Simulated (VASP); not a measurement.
# Ta2C (P-3m1) in VASP: a series of runs, part 2 of 2

VASP 6.6.1. Earlier steps stand in the parts before.

### 4 Relaxation of cell and atoms, PBEsol

This run uses another cell than the first one, of 13.77 Å³/atom.

Input file INCAR:

```
SYSTEM = Ta2C
PREC = Accurate
ENCUT = 600
EDIFF = 1E-6
ISMEAR = 0
SIGMA = 0.1
LREAL = .False.
LASPH = .True.
NELM = 80
ALGO = Normal
ISIF = 3
LWAVE = .False.
LCHARG = .False.
GGA = PS
IBRION = 2
NSW = 100
EDIFFG = -0.005
```

Input file KPOINTS:

```
regular mesh
0
Gamma
  18 18 8
  0 0 0
```

Input file POSCAR:

```
Ta2C
1.0
    3.1059007354      0.0000000000      0.0000000000
   -1.5529503677      2.6897889385      0.0000000000
    0.0000000000      0.0000000000      4.9464000000
Ta C
2 1
Direct
    0.3333333333      0.6666666667      0.2520100000
    0.6666666667      0.3333333333      0.7479900000
    0.0000000000      0.0000000000      0.0000000000
```

Potentials or basis: VASP PAW PBE potentials, release 64 (Ta_pv, C).

The run is started by

```
cat potpaw_PBE.64/Ta_pv/POTCAR potpaw_PBE.64/C/POTCAR > POTCAR
mpirun -np 1 vasp_std > vasp.out
```

OUTCAR:

```text
SYSTEM = Ta2C
   PREC = Accurate
   ENCUT = 600
   EDIFF = 1E-6
   ISMEAR = 0
   LREAL = .False.
   LASPH = .True.
   NELM = 80
   ISIF = 3
   GGA = PS
   IBRION = 2
   NSW = 100
   EDIFFG = -0.005

 ion  position               nearest neighbor table
   1  0.333  0.667  0.252-   3 2.18   3 2.18   3 2.18   2 3.04   2 3.04   2 3.04   2 3.07   2 3.07
                             2 3.07
   2  0.667  0.333  0.748-   3 2.18   3 2.18   3 2.18   1 3.04   1 3.04   1 3.04   1 3.07   1 3.07
                             1 3.07
   3  0.000  0.000  0.000-   1 2.18   2 2.18   2 2.18   1 2.18   2 2.18   1 2.18

  LATTYP: Found a hexagonal cell.
 ALAT       =     3.1059007354
 C/A-ratio  =     1.5925814832

  Lattice vectors:

 A1 = (   3.1059007354,   0.0000000000,   0.0000000000)
 A2 = (  -1.5529503677,   2.6897889385,   0.0000000000)
 A3 = (   0.0000000000,   0.0000000000,   4.9464000000)

Analysis of symmetry for initial positions (statically):
=====================================================================
 Subroutine PRICEL returns:
 Original cell was already a primitive cell.

 Routine SETGRP: Setting up the symmetry group for a
 hexagonal supercell.

[... 177 lines left out ...]
  -------------------------------------------------------------------------------------
  Total       -0.6335928     -0.6335928     -0.8096218      0.0000000     -0.0000000      0.0000000
  in kB      -24.5655129    -24.5655129    -31.3904663      0.0000000     -0.0000000      0.0000000
  external PRESSURE =     -26.8404973 kB  Pullay stress =       0.0000000 kB
[... 135 lines left out ...]
--------------------------------------- Ionic step        5  -------------------------------------------

 number of electron      26.0000001 magnetization

 Free energy of the ion-electron system (eV)
  ---------------------------------------------------
  ext. energy  EPLUGINS =         0.00000000
  ---------------------------------------------------
  free energy    TOTEN  =       -36.70679353 eV

  energy without entropy =      -36.70308432  energy(sigma->0) =      -36.70493893

 E-fermi :   6.4868     XC(G=0): -12.9362

 val. band max:        6.4797296535   @ k =   0.0000   0.1111   0.3750
 cond. band min:       6.4968041188   @ k =   0.1111  -0.0000   0.5000
 fundamental gap:      0.0170744653
 Fermi energy:         6.4868456465

 k-point     1 :       0.0000    0.0000    0.0000
  band No.  band energies     occupation
      1     -28.3003      2.00000
      2     -27.5938      2.00000
      3     -27.5938      2.00000
      4     -27.4771      2.00000
      5     -27.4771      2.00000
      6     -27.3890      2.00000
[... 457 lines left out ...]
      4     -27.8191      2.00000
      5     -27.6085      2.00000
      6     -27.6024      2.00000
[... 9 lines left out ...]
     16      10.9132      0.00000
     17      11.3239      0.00000

 [... further k-points ...]

------------------------ aborting loop because EDIFF is reached ----------------------------------------

  FORCE on cell =-STRESS in cart. coord.  units (eV):
  Direction    XX          YY          ZZ          XY          YZ          ZX
  --------------------------------------------------------------------------------------
  -------------------------------------------------------------------------------------
  Total        0.0041089      0.0041089     -0.0057384      0.0000000     -0.0000000      0.0000000
  in kB        0.1610110      0.1610110     -0.2248631      0.0000000     -0.0000000      0.0000000
  external PRESSURE =       0.0323863 kB  Pullay stress =       0.0000000 kB
[... 18 lines left out ...]
  FREE ENERGIE OF THE ION-ELECTRON SYSTEM (eV)
  ---------------------------------------------------
  free  energy   TOTEN  =       -36.7067935339 eV

  energy  without entropy=      -36.7030843203  energy(sigma->0) =      -36.70493893

 reached required accuracy - stopping structural energy minimisation
```

OSZICAR:

```text
N       E                     dE             d eps       ncg     rms          rms(c)
DAV:   1     0.205271633650E+03    0.20527E+03   -0.16565E+04  9044   0.178E+03
DAV:   2    -0.328947000988E+02   -0.23817E+03   -0.23559E+03 10641   0.441E+02
DAV:   3    -0.405859480475E+02   -0.76912E+01   -0.75482E+01 12241   0.686E+01
[... 36 lines left out ...]
   4 F= -.36706763E+02 E0= -.36704908E+02  d E =-.589746E-03
       N       E                     dE             d eps       ncg     rms          rms(c)
DAV:   1    -0.367067505567E+02    0.13013E-04   -0.87956E-03  9190   0.895E-01    0.220E-02
DAV:   2    -0.367067962770E+02   -0.45720E-04   -0.59777E-04  9624   0.237E-01    0.999E-03
DAV:   3    -0.367067938313E+02    0.24457E-05   -0.18437E-05 12833   0.348E-02    0.494E-03
DAV:   4    -0.367067935339E+02    0.29740E-06   -0.10793E-06  6937   0.882E-03
   5 F= -.36706794E+02 E0= -.36704939E+02  d E =-.620239E-03
```

CONTCAR:

```text
Ta2C
   1.00000000000000
     3.0968788688548443    0.0000000000000000    0.0000000000000000
    -1.5484394344274222    2.6819757728822475    0.0000000000000000
     0.0000000000000000   -0.0000000000000000    4.9227011493039790
  Ta              C
     2     1
Direct
     0.3333333332999970    0.6666666667000030    0.2531210250114319
     0.6666666667000030    0.3333333332999970    0.7468789749885681
     0.0000000000000000    0.0000000000000000    0.0000000000000000

  0.00000000E+00  0.00000000E+00  0.00000000E+00
  0.00000000E+00  0.00000000E+00  0.00000000E+00
  0.00000000E+00  0.00000000E+00  0.00000000E+00
```

It took 14 min on 1 thread of Intel Xeon 8259CL, shared host; peak memory 0.37 GiB.

What came out:

```
Free energy                           : -36.7068 eV
Relaxed volume                        : 13.63 Å³/atom
Relaxed cell                          : a = 3.097 Å, b = 3.097 Å, c = 4.923 Å, α = 90.00°, β = 90.00°, γ = 120.00°
Space group after relaxing (to 0.1 Å) : P-3m1 (No. 164)
Energy gained by relaxing             : 1.4 meV/atom
Ionic steps                           : 5
Pressure after relaxing               : 0.0 GPa
Band gap on the k mesh                : zero (bands 13 and 14 overlap by 0.80 eV)
```

The path:
| step | energy change (eV) | largest force (eV/Å) | pressure (GPa) | volume (Å³) |
| --- | --- | --- | --- | --- |
| 1 | 0.0000 | 0.0647 | -2.68 | 41.32 |
| 2 | 0.0170 | 0.2891 | 7.21 | 39.96 |
| 3 | -0.0036 | 0.1309 | 0.09 | 40.92 |
| 4 | -0.0041 | 0.0302 | -0.02 | 40.88 |
| 5 | -0.0042 | 0.0007 | 0.00 | 40.89 |

Final structure:
```
Ta C
1.0
     3.09688    0.00000    0.00000
    -1.54844    2.68198    0.00000
     0.00000    0.00000    4.92270
Ta C
2 1
Direct
  0.33333 0.66667 0.25312
  0.66667 0.33333 0.74688
  0.00000 0.00000 0.00000
```

Caveat: the PAW data sets were made with another functional, which shifts forces and pressure a little; spin-orbit coupling is left out, which moves the levels of the heavy elements.

### 5 Relaxation of shape and atoms at fixed volume, PBEsol (13.89 Å³/atom)

This run uses another cell than the first one, of 13.89 Å³/atom.

Input file INCAR:

```
SYSTEM = Ta2C
  PREC = Accurate
  ENCUT = 600
  EDIFF = 1E-6
  ISMEAR = -1
  SIGMA = 0.15
  LREAL = .False.
  LASPH = .True.
  NELM = 80
  ALGO = Normal
  ISIF = 4
  LWAVE = .False.
  LCHARG = .False.
  GGA = PS
  IBRION = 2
  NSW = 80
  EDIFFG = -0.001
```

Input file KPOINTS:

```
Automatic mesh
0
Gamma
  18 18 8
  0 0 0
```

Input file POSCAR:

```
Ta2C
1.0
    3.1163886649      0.0000000000      0.0000000000
   -1.5581943325      2.6988717518      0.0000000000
    0.0000000000      0.0000000000      4.9527589676
Ta C
2 1
Direct
    0.3333333333      0.6666666667      0.2528276349
    0.6666666667      0.3333333333      0.7471723651
    0.0000000000      0.0000000000      0.0000000000
```

The run is started by

```
cat potpaw_PBE.64/Ta_pv/POTCAR potpaw_PBE.64/C/POTCAR > POTCAR
mpirun -np 1 vasp_std > vasp.out
```

It took 4.7 min on 1 thread of Intel Xeon 6975P-C (Granite Rapids), shared host; peak memory 0.36 GiB.

Results (log left out):

```
Free energy               : -36.7225 eV
Energy gained by relaxing : 0.2 meV/atom
Ionic steps               : 10
Pressure after relaxing   : -4.8 GPa
Band gap on the k mesh    : zero (bands 13 and 14 overlap by 0.78 eV)
```

Step by step:
```
step  energy change (eV)  largest force (eV/Å)  pressure (GPa)  volume (Å³)
   1              0.0000                0.1270           -5.09        41.66
   2             -0.0004                0.0567           -4.68        41.66
   3             -0.0005                0.0019           -4.79        41.66
   4             -0.0005                0.0014           -4.79        41.66
   5             -0.0005                0.0001           -4.79        41.66
   6             -0.0005                0.0001           -4.79        41.66
   7             -0.0005                0.0010           -4.79        41.66
   8             -0.0005                0.0002           -4.79        41.66
   9             -0.0005                0.0001           -4.79        41.66
  10             -0.0005                0.0006           -4.79        41.66
```

Final structure:
```
Ta C
1.0
     3.11677    0.00000    0.00000
    -1.55838    2.69920    0.00000
     0.00000    0.00000    4.95155
Ta C
2 1
Direct
  0.33333 0.66667 0.25197
  0.66667 0.33333 0.74803
  0.00000 0.00000 0.00000
```

Levels at points of the mesh, in eV from the Fermi level:
| k point | band 9 | band 10 | band 11 | band 12 | band 13 | band 14 | band 15 | band 16 | band 17 |
| --- | --- | --- | --- | --- | --- | --- | --- | --- | --- |
| (0.00, 0.00, 0.00) | -3.57 | -3.57 | -3.00 | 0.02 | 0.51 | 0.51 | 1.11 | 1.11 | 2.38 |
| (0.50, 0.00, 0.00) | -4.28 | -3.96 | -3.66 | -1.78 | -0.26 | 3.33 | 3.41 | 4.59 | 4.98 |
| (0.00, 0.00, 0.50) | -3.80 | -3.80 | -1.74 | -1.55 | -0.27 | -0.27 | 2.91 | 2.91 | 3.45 |
| (0.50, 0.00, 0.50) | -4.54 | -3.54 | -2.49 | -1.16 | -0.99 | 1.56 | 1.59 | 4.23 | 4.78 |

Caveat: the PAW data sets were made with another functional, which shifts forces and pressure a little; spin-orbit coupling is left out, which moves the levels of the heavy elements.

### 6 Summary

| task | cell | k mesh | cutoff (eV) | smearing | gap on the mesh (eV) | pressure (GPa) | largest force (eV/Å) |
| --- | --- | --- | --- | --- | --- | --- | --- |
| single point | a = 3.072, b = 3.072, c = 5.069 Å, angles 90.0, 90.0, 120.0°, 3 atoms, atomic positions A | 18 × 18 × 10 | 520 | gaussian 0.1 eV | none | -3.3 | 0.04 |
| single point | a = 3.076, b = 3.076, c = 5.069 Å, angles 90.0, 90.0, 120.0°, 3 atoms, atomic positions B | 18 × 18 × 10 | 520 | gaussian 0.1 eV | none | -3.7 | 0.04 |
| relaxation of cell and atoms | relaxed from a = 3.106, b = 3.106, c = 4.946 Å, angles 90.0, 90.0, 120.0°, 3 atoms, atomic positions C | 18 × 18 × 8 | 600 | gaussian 0.1 eV | none | 0.0 | - |
| relaxation of shape and atoms at fixed volume | relaxed from a = 3.116, b = 3.116, c = 4.953 Å, angles 90.0, 90.0, 120.0°, 3 atoms, atomic positions D | 18 × 18 × 8 | 600 | fermi-dirac 0.15 eV | none | -4.8 | - |

Alike in all rows: level PBEsol; potentials or basis VASP PAW PBE potentials, release 64 (Ta_pv, C); no spin polarisation.

Caveats: the PAW data sets were made with another functional, which shifts forces and pressure a little; spin-orbit coupling is left out, which moves the levels of the heavy elements; the stress differs along the axes, from -12 to 1 GPa (at least some runs); the stress differs along the axes, from -12 to 0 GPa (at least some runs).

Total energies depend on the potentials used, so only differences within one code and one set of settings carry meaning.
